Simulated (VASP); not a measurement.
Runs of VASP 6.6.1 on MgH2. Symmetry: P4_2/mnm, No. 136, tetragonal system. The conventional cell has a = 4.485 Å, b = 4.485 Å, c = 2.996 Å, α = 90.00°, β = 90.00°, γ = 90.00°. Mg (site symmetry mmm) has 6 H at 1.93 to 1.94 Å within 2.6 Å. Within 2.6 Å of H (site symmetry m2m) lie 3 Mg at 1.93 to 1.94 Å and 1 H at 2.48 Å. 

```tsv
level	potentials or basis	k mesh	grid for exact exchange (PRECFOCK)	gap on the mesh (eV)	pressure (GPa)	largest force (eV/Å)
PBE	VASP PAW PBE potentials, release 64 (Mg, H)	4 × 4 × 6	-	3.94	0.8	0.02
LDA	VASP PAW LDA potentials, release 64 (Mg, H)	6 × 6 × 8	-	3.47	-2.2	0.01
PBE0	VASP PAW PBE potentials, release 64 (Mg, H)	4 × 4 × 6	Fast	(b)	-0.2	0.01
r2SCAN	VASP PAW PBE potentials, release 64 (Mg, H)	6 × 6 × 8	-	(a)	-0.4	-
```

Alike in all rows: task single point; no spin polarisation; cell as given; cutoff (eV) 520; smearing gaussian 0.01 eV.

Question: Fill in the values left out.

Answer: (a) 4.46; (b) 5.79.

Caveats: the PAW data sets were made with another functional, which shifts forces and pressure a little (some runs).

A k mesh can miss the band edges.
